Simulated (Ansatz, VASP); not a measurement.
## One calculation of Mg2Si3N, two programs

The input INCAR:

```
SYSTEM = Mg2Si3N
ALGO = Normal
EDIFF = 1E-6
ENCUT = 520
GGA = PE
ISIF = 2
ISMEAR = 0
ISPIN = 2
LASPH = .True.
LCHARG = .False.
LORBIT = 11
LREAL = .False.
LWAVE = .False.
MAGMOM = 0 0 0 0 0 1
NBANDS = 24
NELM = 150
PREC = Accurate
SIGMA = 0.1
```

File KPOINTS:

```
k-points
0
Gamma
  6 6 4
  0 0 0
```

The input POSCAR:

```
Mg2Si3N
1.0
    3.7127786100      0.0000000000      0.0000000000
   -1.8563893100      3.2153606000      0.0000000000
    0.0000000000      0.0000000000      7.3291148600
Mg Si N
2 3 1
Direct
    0.3333333300      0.6666666700      0.7520078400
    0.3333333300      0.6666666700      0.2479921600
    0.6666666700      0.3333333300      0.0000000000
    0.0000000000      0.0000000000      0.5000000000
    0.0000000000      0.0000000000      0.0000000000
    0.6666666700      0.3333333300      0.5000000000
```

Input for Ansatz:

```yaml
crystal:
  lattice:
    - [3.71277861, 0.0, 0.0]
    - [-1.85638931, 3.2153606, 0.0]
    - [0.0, 0.0, 7.32911486]
  atoms:
    - { symbol: Mg, position: [0.33333333, 0.66666667, 0.75200784] }
    - { symbol: Mg, position: [0.33333333, 0.66666667, 0.24799216] }
    - { symbol: Si, position: [0.66666667, 0.33333333, 0.0] }
    - { symbol: Si, position: [0.0, 0.0, 0.5] }
    - { symbol: Si, position: [0.0, 0.0, 0.0] }
    - { symbol: "N", position: [0.66666667, 0.33333333, 0.5], spin: 1.0 }
basis:
  ecutwfc: 420
kpoints:
  mp_grid: { grid: [6, 6, 4] }
hamiltonian:
  xc: pbe
scf:
  occupations: { method: gaussian, width: 0.1 }
  lower_state_search: "off"
output:
  forces: true
  stress: true
  eigenvalues: true
  populations: true
magnetization:
  spin_polarized: true
```

Change from the starting cell: species swapped into the Ce2CuSi3 type (P-6m2, No. 187).

Alike in both runs: task single point; functional PBE; k mesh 6 × 6 × 4; occupations gaussian, width 0.1 eV; collinear spin.

|  | VASP | Ansatz |
| --- | --- | --- |
| version | VASP 6.6.1 | Ansatz 0.2.0 |
| potentials or method | VASP PAW PBE potentials, release 64 (Mg, Si, N), cutoff 520 eV | scalar-relativistic, plane waves, PAW |
| valence electrons in the cell | 21 | 37 |

Ansatz gave:

```
gap on the k mesh at the Fermi level (eV)                     : none
pressure (GPa)                                                : 11.1
traceless stress, the component that is largest in VASP (GPa) : -3.50
rms of the force components (eV/Å)                            : 0.288
net moment per atom (μB)                                      : 0.00
```

Problem. Which values does VASP return?

Solution. gap on the k mesh at the Fermi level (eV): none; pressure (GPa): 10.9; traceless stress, the component that is largest in VASP (GPa): -3.49; rms of the force components (eV/Å): 0.287; net moment per atom (μB): 0.00.

Atom by atom the forces differ by 0.001 eV/Å (rms over components). A gap of «none» marks a metal or a gap that the smearing closes. VASP's potentials hold 21 valence electrons a cell and Ansatz's 37, so a difference there can come from the potentials and not from the codes. Ansatz's warnings: seeded moment not kept.
